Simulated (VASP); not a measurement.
Wanted: the native input for a VASP 6.6.1 run.

| Quantity | Value |
| --- | --- |
| Task | relaxation of cell and atoms |
| Functional | PBE |
| Potentials or basis | VASP PAW PBE potentials, release 64 (Ga_d, B, Te) |
| Cutoff | 600 eV |
| k mesh | 4 × 4 × 4 |
| Occupations | gaussian, width 0.1 eV |
| Spin | no spin polarisation |
| Dipole correction | no |
| Further INCAR settings | ALGO = Normal; EDIFF = 1e-06; IBRION = 2; EDIFFG = -0.04; NSW = 90; ISIF = 3 |

The structure of GaBTe3 lies in POSCAR:

```
GaBTe3
1.0
    4.6398963600      0.0000000000      0.0000000000
    0.0000000000      4.6398963600      0.0000000000
    0.0000000000      0.0000000000      6.8544841900
Ga B Te
1 1 3
Direct
    0.0000000000      0.0000000000      0.9750980400
    0.0000000000      0.0000000000      0.2356165000
    0.0000000000      0.5000000000      0.0577677000
    0.5000000000      0.0000000000      0.0577677000
    0.0000000000      0.0000000000      0.5908612600
```

The cell was generated, and may not be a known phase.

One way to write it, as run:

INCAR

```
SYSTEM = GaBTe3
PREC = Accurate ; ENCUT = 600
EDIFF = 1E-6 ; ISMEAR = 0
SIGMA = 0.1 ; LREAL = .False.
LASPH = .True. ; NELM = 80
ALGO = Normal ; ISIF = 3
LWAVE = .False. ; LCHARG = .False.
GGA = PE ; IBRION = 2
NSW = 90 ; EDIFFG = -0.04
```

KPOINTS

```
Automatic mesh
0
Gamma
  4 4 4
  0 0 0
```

Potentials or basis: VASP PAW PBE potentials, release 64 (Ga_d, B, Te).

Run with:

```console
$ cat potpaw_PBE.64/Ga_d/POTCAR potpaw_PBE.64/B/POTCAR potpaw_PBE.64/Te/POTCAR > POTCAR
$ mpirun -np 1 vasp_std > vasp.out
```

Results of the run:

- Relaxed volume: 36.34 Å³/atom
- Relaxed cell: a = 4.602 Å, b = 4.602 Å, c = 8.579 Å, α = 90.00°, β = 90.00°, γ = 90.00°
- Space group after relaxing (to 0.1 Å): P4mm (No. 99)
- Energy gained by relaxing: 848.9 meV/atom
- Ionic steps: 43
- Pressure after relaxing: 0.0 GPa
- Largest force after relaxing: 0.040 eV/Å
- Band gap on the k mesh: zero (bands 17 and 18 overlap by 1.91 eV)

Caveat: the volume moved by over 15 % at a fixed basis, so the end points are rough; spin-orbit coupling is left out, which moves the levels of the heavy elements.

It took 18 min on 1 thread of Intel(R) Xeon(R) 6975P-C (Granite Rapids), on a shared host, peak memory 0.34 GiB.
